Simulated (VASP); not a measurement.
# SrTiO3 (Pmm2) in VASP: further runs

The runs below take SrTiO3 through single point, with PBE.

Everything below comes from runs of VASP 6.6.1. Logs are shortened: lines on timing, memory, paths and dates and some standing lists are left out, and cuts for length are marked.

**1. The cell of the first run**

The structure is orthorhombic, space group Pmm2 (No. 25). The conventional cell has a = 3.891 Å, b = 4.028 Å, c = 3.891 Å, α = 90.00°, β = 90.00°, γ = 90.00°. Sr (site symmetry mm2) has 12 O at 2.72 to 2.83 Å and 8 Ti at 3.40 to 3.42 Å within 3.6 Å. Ti (site symmetry mm2) has 6 O at 1.88 to 2.01 Å within 2.5 Å. O (site symmetry mm2) has 2 Ti at 1.88 to 2.01 Å within 2.5 Å. Within 2.6 Å of O (site symmetry mm2) lie 2 Ti at 1.95 Å. Within 2.9 Å of O (site symmetry mm2) lie 2 Ti at 2.01 Å and 4 Sr at 2.72 to 2.78 Å and 8 O at 2.80 Å.

**2. Single point, PBE (atoms displaced along a vibrational mode, the cell strained)**

Contents of INCAR:

```
PREC     = Accurate       # precision mode
ENCUT    = 520            # plane-wave cutoff, eV
EDIFF    = 1E-7           # SCF threshold, eV
ISMEAR   = 0              # smearing method
SIGMA    = 0.05           # smearing width, eV
LREAL    = False          # projectors in reciprocal space
LASPH    = True           # aspherical terms in the spheres
NELM     = 60             # most SCF steps
ALGO     = Normal         # electronic algorithm
ISIF     = 2              # what is computed and relaxed
LWAVE    = False          # write WAVECAR
LCHARG   = False          # write CHGCAR
GGA      = PE             # functional
NBANDS   = 28             # bands
```

Contents of KPOINTS:

```
Automatic mesh
0
Gamma
  8 8 8
```

Contents of POSCAR:

```
SrTiO3
1.0
    3.8905502681      0.0000000000      0.0000000000
    0.0000000000      3.8905502681      0.0000000000
    0.0000000000      0.0000000000      4.0281277780
Sr Ti O
1 1 3
Direct
    0.0013670509      0.0000000000      0.0000000000
    0.5064538458      0.5000000000      0.5000000000
   -0.0097550828      0.5000000000      0.5000000000
    0.4914796030      0.0000000000      0.5000000000
    0.4914796030      0.5000000000      0.0000000000
```

Potentials or basis: VASP PAW PBE potentials, release 64 (Sr_sv, Ti_sv, O).

Started as:

```
$ cat potpaw_PBE.64/Sr_sv/POTCAR potpaw_PBE.64/Ti_sv/POTCAR potpaw_PBE.64/O/POTCAR > POTCAR
$ mpirun -np 1 vasp_std > vasp.out
```

OUTCAR:

```text
PREC = Accurate
   ENCUT = 520
   EDIFF = 1E-7
   ISMEAR = 0
   LREAL = False
   LASPH = True
   NELM = 60
   ISIF = 2
   GGA = PE

 ion  position               nearest neighbor table
   1  0.001  0.000  0.000-   5 2.72   5 2.72   4 2.77   4 2.77   5 2.78   5 2.78   3 2.80   3 2.80
                             3 2.80   3 2.80   4 2.83   4 2.83   2 3.40   2 3.40   2 3.40   2 3.40
   2  0.506  0.500  0.500-   3 1.88   4 1.95   4 1.95   3 2.01   5 2.01   5 2.01   1 3.40   1 3.40
                             1 3.40   1 3.40   1 3.42   1 3.42   1 3.42   1 3.42
   3  0.990  0.500  0.500-   2 1.88   2 2.01   1 2.80   1 2.80   1 2.80   1 2.80
   4  0.491  0.000  0.500-   2 1.95   2 1.95   1 2.77   1 2.77   1 2.83   1 2.83
   5  0.491  0.500  0.000-   2 2.01   2 2.01   1 2.72   1 2.72   1 2.78   1 2.78

  LATTYP: Found a simple tetragonal cell.
 ALAT       =     3.8905502681
 C/A-ratio  =     1.0353619669

  Lattice vectors:

 A1 = (   3.8905502681,   0.0000000000,   0.0000000000)
 A2 = (   0.0000000000,   3.8905502681,   0.0000000000)
 A3 = (   0.0000000000,   0.0000000000,   4.0281277780)

Analysis of symmetry for initial positions (statically):
=====================================================================
 Subroutine PRICEL returns:
 Original cell was already a primitive cell.

 Routine SETGRP: Setting up the symmetry group for a
 simple tetragonal supercell.

 Subroutine GETGRP returns: Found  4 space group operations
 (whereof  4 operations were pure point group operations)
 out of a pool of 16 trial point group operations.

The static configuration has the point symmetry C_2v.

Analysis of symmetry for dynamics (positions and initial velocities):
=====================================================================
 Subroutine PRICEL returns:
 Original cell was already a primitive cell.

 Routine SETGRP: Setting up the symmetry group for a
 simple tetragonal supercell.

 Subroutine GETGRP returns: Found  4 space group operations
 (whereof  4 operations were pure point group operations)
 out of a pool of 16 trial point group operations.

The dynamic configuration has the point symmetry C_2v.

 Subroutine INISYM returns: Found  4 space group operations
 (whereof  4 operations are pure point group operations),
 and found     1 'primitive' translations

----------------------------------------------------------------------------------------

                                     Primitive cell

  volume of cell :      60.9713

  direct lattice vectors                    reciprocal lattice vectors
     3.890550268  0.000000000  0.000000000     0.257033050  0.000000000  0.000000000
     0.000000000  3.890550268  0.000000000     0.000000000  0.257033050  0.000000000
     0.000000000  0.000000000  4.028127778     0.000000000  0.000000000  0.248254290

  length of vectors
     3.890550268  3.890550268  4.028127778     0.257033050  0.257033050  0.248254290

  position of ions in fractional coordinates (direct lattice)
     0.001367051  0.000000000  0.000000000
     0.506453846  0.500000000  0.500000000
     0.990244917  0.500000000  0.500000000
     0.491479603  0.000000000  0.500000000
     0.491479603  0.500000000  0.000000000

  ion indices of the primitive-cell ions
   primitive index   ion index
                 1           1
                 2           2
                 3           3
                 4           4
                 5           5

----------------------------------------------------------------------------------------

 KPOINTS: Automatic mesh

Automatic generation of k-mesh.
 Grid dimensions read from file:
 generate k-points for:    8    8    8

 Generating k-lattice:

  Cartesian coordinates                     Fractional coordinates (reciprocal lattice)
     0.032129131  0.000000000  0.000000000     0.125000000  0.000000000  0.000000000
     0.000000000  0.032129131  0.000000000     0.000000000  0.125000000  0.000000000
     0.000000000  0.000000000  0.031031786     0.000000000  0.000000000  0.125000000

  Length of vectors
     0.032129131  0.032129131  0.031031786

  Shift w.r.t. Gamma in fractional coordinates (k-lattice)
     0.000000000  0.000000000  0.000000000

 Subroutine IBZKPT returns following result:
 ===========================================

 Found    125 irreducible k-points:

 Following reciprocal coordinates:
            Coordinates               Weight
  0.000000  0.000000  0.000000      1.000000
  0.125000  0.000000  0.000000      2.000000
  0.000000  0.125000  0.000000      2.000000
  0.250000  0.000000  0.000000      2.000000
  0.000000  0.250000  0.000000      2.000000
  0.375000  0.000000  0.000000      2.000000
[... 16 lines left out ...]
  0.500000  0.375000  0.000000      2.000000
 -0.375000  0.500000  0.000000      2.000000
 [... further k-points ...]
   k-points           NKPTS =    125   k-points in BZ     NKDIM =    125   number of bands    NBANDS=     28
   number of dos      NEDOS =    301   number of ions     NIONS =      5
   total plane-waves  NPLWV =  27000
   dimension x,y,z NGX =    30 NGY =   30 NGZ =   30
   dimension x,y,z NGXF=    60 NGYF=   60 NGZF=   60
   ions per type =               1   1   3
   NGX,Y,Z   is equivalent  to a cutoff of  12.82, 12.82, 12.38 a.u.
   NGXF,Y,Z  is equivalent  to a cutoff of  25.64, 25.64, 24.76 a.u.
 SYSTEM =  unknown system
   PREC   = accura    normal or accurate (medium, high low for compatibility)
   ISTART =      0    job   : 0-new  1-cont  2-samecut
   ICHARG =      2    charge: 1-file 2-atom 10-const
   ISPIN  =      1    spin polarized calculation?
   LNONCOLLINEAR =      F non collinear calculations
   LSORBIT =      F    spin-orbit coupling
   LASPH  =      T    aspherical Exc in radial PAW
   ENCUT  =  520.0 eV  38.22 Ry    6.18 a.u.   7.23  7.23  7.49*2*pi/ulx,y,z
   NELM   =     60;   NELMIN=  2; NELMDL= -5     # of ELM steps
   EDIFF  = 0.1E-06   stopping-criterion for ELM
   LREAL  =      F    real-space projection
   EDIFFG = 0.1E-05   stopping-criterion for IOM
   NSW    =      0    number of steps for IOM
   IBRION =     -1    ionic relax: 0-MD 1-quasi-New 2-CG
   NFREE  =      0    steps in history (QN), initial steepest desc. (CG)
   ISIF   =      2    stress and relaxation
   ISYM   =      2    0-nonsym 1-usesym 2-fastsym
   POTIM  = 0.5000    time-step for ionic-motion
   TEBEG  =    0.0;   TEEND  =   0.0 temperature during run
   PSTRESS=    0.0 pullay stress
   NELECT =      40.0000    total number of electrons
   NUPDOWN=      -1.0000    fix difference up-down
   EMIN   =  10.00;   EMAX   =-10.00  energy-range for DOS
   EFERMI =   0.00;   METHOD = LEGACY
   ISMEAR =     0;   SIGMA  =   0.05  broadening in eV -4-tet -1-fermi 0-gaus
   EFERMI_NEDOS =   21; number of points for ismear=-14 and -15
   IALGO  =     38    algorithm
   IMIX   =      4    mixing-type and parameters
     AMIX     =   0.40;   BMIX     =  1.00
     AMIX_MAG =   1.60;   BMIX_MAG =  1.00
  volume/ion in A,a.u.               =      12.19        82.29
  Fermi-wavevector in a.u.,A,eV,Ry     =   1.422503  2.688140 27.531574  2.023514
  Thomas-Fermi vector in A             =   2.543199
   LORBIT       =      0    0 simple, 1 ext, 2 COOP (PROOUT), +10 PAW based schemes
   GGA     = PE    functional components
   LHFCALC =     F    Hartree Fock is set to
   AEXX    =    0.0000 exact exchange contribution
   IVDW    =     0    specifies the selected vdW correction
   LEPSILON=     F    determine dielectric tensor
   LRPA    =     F    only Hartree local field effects (RPA)
 non-spin polarized calculation
 Gauss-broadening in eV      SIGMA  =   0.05
  energy-cutoff  :      520.00
  volume of cell :       60.97
 maximum number of plane-waves:      1668
 NGX is ok and might be reduce to    30
   NGX = 15   NGY = 15   NGZ = 15

 number of electron      39.9999994 magnetization

 Free energy of the ion-electron system (eV)
  ---------------------------------------------------
  ext. energy  EPLUGINS =         0.00000000
  ---------------------------------------------------
  free energy    TOTEN  =       -40.06942223 eV

  energy without entropy =      -40.06942223  energy(sigma->0) =      -40.06942223

 E-fermi :   4.3214     XC(G=0): -11.1442

 val. band max:        4.0087651019   @ k =   0.5000   0.5000   0.5000
 cond. band min:       5.7902112934   @ k =   0.0000   0.0000   0.0000
 fundamental gap:      1.7814461915
 Fermi energy:         4.3214032944

 k-point     1 :       0.0000    0.0000    0.0000
  band No.  band energies     occupation
      1     -52.5547      2.00000
      2     -28.8910      2.00000
      3     -28.8073      2.00000
      4     -28.7939      2.00000
      5     -28.7758      2.00000
      6     -13.3917      2.00000
[... 20 lines left out ...]
     27       9.5025      0.00000
     28       9.9932      0.00000

 k-point     2 :       0.1250    0.0000    0.0000
  band No.  band energies     occupation
      1     -52.5545      2.00000
      2     -28.9052      2.00000
      3     -28.8005      2.00000
      4     -28.7935      2.00000
      5     -28.7754      2.00000
      6     -13.3798      2.00000
[... 20 lines left out ...]
     27       9.7800      0.00000
     28      10.3759      0.00000

 k-point     3 :       0.0000    0.1250    0.0000
  band No.  band energies     occupation
      1     -52.5545      2.00000
      2     -28.9030      2.00000
      3     -28.8072      2.00000
      4     -28.7889      2.00000
      5     -28.7754      2.00000
      6     -13.3847      2.00000
[... 20 lines left out ...]
     27       9.7791      0.00000
     28      10.3713      0.00000

 k-point     4 :       0.2500    0.0000    0.0000
  band No.  band energies     occupation
      1     -52.5539      2.00000
      2     -28.9361      2.00000
      3     -28.7924      2.00000
      4     -28.7874      2.00000
      5     -28.7743      2.00000
      6     -13.4121      2.00000
[... 578 lines left out ...]
     27      12.2291      0.00000
     28      12.8572      0.00000

 k-point    23 :       0.5000    0.3750    0.0000
  band No.  band energies     occupation
      1     -52.5517      2.00000
      2     -28.9066      2.00000
      3     -28.8542      2.00000
      4     -28.8234      2.00000
      5     -28.7703      2.00000
      6     -12.8762      2.00000
[... 20 lines left out ...]
     27      12.1922      0.00000
     28      12.9889      0.00000

 k-point    24 :      -0.3750    0.5000    0.0000
  band No.  band energies     occupation
      1     -52.5517      2.00000
      2     -28.8976      2.00000
      3     -28.8681      2.00000
      4     -28.8184      2.00000
      5     -28.7703      2.00000
      6     -12.8882      2.00000
[... 20 lines left out ...]
     27      12.1896      0.00000
     28      13.0684      0.00000

 [... further k-points ...]
[... 5 lines left out ...]
  --------------------------------------------------------------------------------------
  -------------------------------------------------------------------------------------
  Total        1.5960343      1.3101737     -1.4317409      0.0000000      0.0000000      0.0000000
  in kB       41.9399107     34.4281876    -37.6226795      0.0000000      0.0000000      0.0000000
  external PRESSURE =      12.9151396 kB  Pullay stress =       0.0000000 kB

 VOLUME and BASIS-vectors are now :
 -----------------------------------------------------------------------------
  energy-cutoff  :      520.00
  volume of cell :       60.97
      direct lattice vectors                 reciprocal lattice vectors
     3.890550268  0.000000000  0.000000000     0.257033050  0.000000000  0.000000000
     0.000000000  3.890550268  0.000000000     0.000000000  0.257033050  0.000000000
     0.000000000  0.000000000  4.028127778     0.000000000  0.000000000  0.248254290

 POSITION                                       TOTAL-FORCE (eV/Angst)
 -----------------------------------------------------------------------------------
      0.00532      0.00000      0.00000         0.024559      0.000000      0.000000
      1.97038      1.94528      2.01406        -0.080578      0.000000      0.000000
      3.85260      1.94528      2.01406         0.115900      0.000000      0.000000
      1.91213      0.00000      2.01406        -0.062013      0.000000      0.000000
      1.91213      1.94528      0.00000         0.002131      0.000000      0.000000
 -----------------------------------------------------------------------------------
    total drift:                               -0.000061     -0.000000      0.000002

  FREE ENERGIE OF THE ION-ELECTRON SYSTEM (eV)
  ---------------------------------------------------
  free  energy   TOTEN  =       -40.0694222266 eV

  energy  without entropy=      -40.0694222266  energy(sigma->0) =      -40.06942223
```

It took 4.8 min on 1 thread of AMD EPYC 7R13, shared host; peak memory 0.3 GiB.

Results:

```yaml
Free_energy: -40.0694 eV
Pressure: 1.3 GPa
Largest_force: 0.116 eV/Å
Band_gap_on_the_k_mesh: 1.78 eV (least direct gap 2.22 eV)
```

Forces on the atoms (eV/Å):
```
Sr   0.025  0.000  0.000
Ti  -0.081  0.000  0.000
O    0.116  0.000  0.000
O   -0.062  0.000  0.000
O    0.002  0.000  0.000
```

Stress tensor (GPa, compression positive):
```
 4.19  0.00  0.00
 0.00  3.44  0.00
 0.00  0.00 -3.76
```

Levels at points of the mesh, in eV from the valence-band top:
```tsv
k point	band 16	band 17	band 18	band 19	band 20	band 21	band 22	band 23	band 24	band 25
(0.00, 0.00, 0.00)	-1.16	-1.12	-0.46	-0.44	-0.44	1.78	1.86	1.92	3.99	4.32
(0.50, 0.00, 0.00)	-2.44	-2.43	-1.96	-0.79	-0.76	1.96	3.77	3.79	4.06	6.38
(0.00, 0.50, 0.00)	-2.47	-2.33	-1.96	-0.83	-0.83	2.02	3.74	3.77	4.09	6.33
(0.50, 0.50, 0.00)	-2.95	-1.77	-1.45	-1.45	-0.07	3.75	3.78	4.23	4.84	7.82
(0.00, 0.00, 0.50)	-2.09	-2.08	-1.93	-0.81	-0.77	2.05	3.44	3.45	4.32	6.11
(0.50, 0.00, 0.50)	-2.61	-1.75	-1.64	-1.63	-0.20	3.45	3.79	4.06	5.19	7.64
(0.00, 0.50, 0.50)	-2.63	-1.76	-1.67	-1.67	-0.17	3.46	3.77	4.05	5.17	7.65
(0.50, 0.50, 0.50)	-3.63	-3.61	-0.08	-0.06	0.00	4.25	4.26	4.43	6.71	6.75
```

Caveat: the cell differs from its parent crystal (atoms displaced along a vibrational mode, the cell strained). A k mesh can miss the band edges.

**3. Single point, PBE (atoms displaced along a vibrational mode, the cell strained)**

Contents of INCAR:

```
PREC = Accurate ; ENCUT = 520
EDIFF = 1E-6 ; ISMEAR = 0
SIGMA = 0.05 ; LREAL = F
LASPH = T ; NELM = 80
ALGO = Normal ; ISIF = 2
LWAVE = F ; LCHARG = F
GGA = PE ; NBANDS = 28
```

KPOINTS is that of step 2.

Contents of POSCAR:

```
SrTiO3
1.0
    3.8905502681      0.0000000000      0.0000000000
    0.0000000000      3.8905502681      0.0000000000
    0.0000000000      0.0000000000      4.0281277780
Sr Ti O
1 1 3
Direct
    0.0027341017      0.0000000000      0.0000000000
    0.5129076915      0.5000000000      0.5000000000
   -0.0195101656      0.5000000000      0.5000000000
    0.4829592060      0.0000000000      0.5000000000
    0.4829592060      0.5000000000      0.0000000000
```

Potentials or basis: VASP PAW PBE potentials, release 64 (Sr_sv, Ti_sv, O).

Started as:

```
$ cat potpaw_PBE.64/Sr_sv/POTCAR potpaw_PBE.64/Ti_sv/POTCAR potpaw_PBE.64/O/POTCAR > POTCAR
$ mpirun -np 1 vasp_std > vasp.out
```

OUTCAR:

```text
PREC = Accurate
   ENCUT = 520
   EDIFF = 1E-6
   ISMEAR = 0
   LREAL = F
   LASPH = T
   NELM = 80
   ISIF = 2
   GGA = PE

 ion  position               nearest neighbor table
   1  0.003  0.000  0.000-   5 2.70   5 2.70   4 2.75   4 2.75   3 2.80   3 2.80   3 2.80   3 2.80
                             5 2.81   5 2.81   4 2.85   4 2.85   2 3.39   2 3.39   2 3.39   2 3.39
   2  0.513  0.500  0.500-   3 1.82   4 1.95   4 1.95   5 2.02   5 2.02   3 2.07   1 3.39   1 3.39
                             1 3.39   1 3.39   1 3.43   1 3.43   1 3.43   1 3.43
   3  0.980  0.500  0.500-   2 1.82   2 2.07   1 2.80   1 2.80   1 2.80   1 2.80
   4  0.483  0.000  0.500-   2 1.95   2 1.95   1 2.75   1 2.75   1 2.85   1 2.85
   5  0.483  0.500  0.000-   2 2.02   2 2.02   1 2.70   1 2.70   1 2.81   1 2.81

  LATTYP: Found a simple tetragonal cell.
 ALAT       =     3.8905502681
 C/A-ratio  =     1.0353619669

  Lattice vectors:

 A1 = (   3.8905502681,   0.0000000000,   0.0000000000)
 A2 = (   0.0000000000,   3.8905502681,   0.0000000000)
 A3 = (   0.0000000000,   0.0000000000,   4.0281277780)

Analysis of symmetry for initial positions (statically):
[... 176 lines left out ...]
  free energy    TOTEN  =       -40.05562604 eV

  energy without entropy =      -40.05562604  energy(sigma->0) =      -40.05562604

 E-fermi :   4.3238     XC(G=0): -11.1395

 val. band max:        3.9733314646   @ k =   0.5000   0.5000   0.5000
 cond. band min:       5.8469955257   @ k =   0.0000   0.0000   0.0000
 fundamental gap:      1.8736640611
 Fermi energy:         4.3237535408

 k-point     1 :       0.0000    0.0000    0.0000
  band No.  band energies     occupation
      1     -52.4794      2.00000
      2     -28.8974      2.00000
      3     -28.7747      2.00000
      4     -28.7173      2.00000
      5     -28.6994      2.00000
      6     -13.3998      2.00000
[... 733 lines left out ...]
     27      12.1795      0.00000
     28      13.1014      0.00000

 [... further k-points ...]
[... 5 lines left out ...]
  --------------------------------------------------------------------------------------
  -------------------------------------------------------------------------------------
  Total        2.5076448      1.3430290     -1.3502070      0.0000000      0.0000000      0.0000000
  in kB       65.8948234     35.2915452    -35.4801653      0.0000000      0.0000000      0.0000000
  external PRESSURE =      21.9020678 kB  Pullay stress =       0.0000000 kB

 VOLUME and BASIS-vectors are now :
 -----------------------------------------------------------------------------
  energy-cutoff  :      520.00
  volume of cell :       60.97
      direct lattice vectors                 reciprocal lattice vectors
     3.890550268  0.000000000  0.000000000     0.257033050  0.000000000  0.000000000
     0.000000000  3.890550268  0.000000000     0.000000000  0.257033050  0.000000000
     0.000000000  0.000000000  4.028127778     0.000000000  0.000000000  0.248254290

 POSITION                                       TOTAL-FORCE (eV/Angst)
 -----------------------------------------------------------------------------------
      0.01064      0.00000      0.00000         0.056180      0.000000      0.000000
      1.99549      1.94528      2.01406        -0.473262      0.000000      0.000000
      3.81464      1.94528      2.01406         0.472892      0.000000      0.000000
      1.87898      0.00000      2.01406        -0.087715      0.000000      0.000000
      1.87898      1.94528      0.00000         0.031905      0.000000      0.000000
 -----------------------------------------------------------------------------------
    total drift:                                0.000853     -0.000000     -0.000002

  FREE ENERGIE OF THE ION-ELECTRON SYSTEM (eV)
  ---------------------------------------------------
  free  energy   TOTEN  =       -40.0556260352 eV

  energy  without entropy=      -40.0556260352  energy(sigma->0) =      -40.05562604
```

It took 4.4 min on 1 thread of AMD EPYC 7R13, shared host; peak memory 0.3 GiB.

What came out:

| Property | Result |
| --- | --- |
| Free energy | -40.0556 eV |
| Pressure | 2.2 GPa |
| Largest force | 0.473 eV/Å |
| Band gap on the k mesh | 1.87 eV (least direct gap 2.36 eV) |

Forces on the atoms (eV/Å):
```
Sr   0.056  0.000  0.000
Ti  -0.473  0.000  0.000
O    0.473  0.000  0.000
O   -0.088  0.000  0.000
O    0.032  0.000  0.000
```

Stress tensor (GPa, compression positive):
```
 6.59  0.00  0.00
 0.00  3.53  0.00
 0.00  0.00 -3.55
```

Caveat: the cell differs from its parent crystal (atoms displaced along a vibrational mode, the cell strained). A k mesh can miss the band edges.
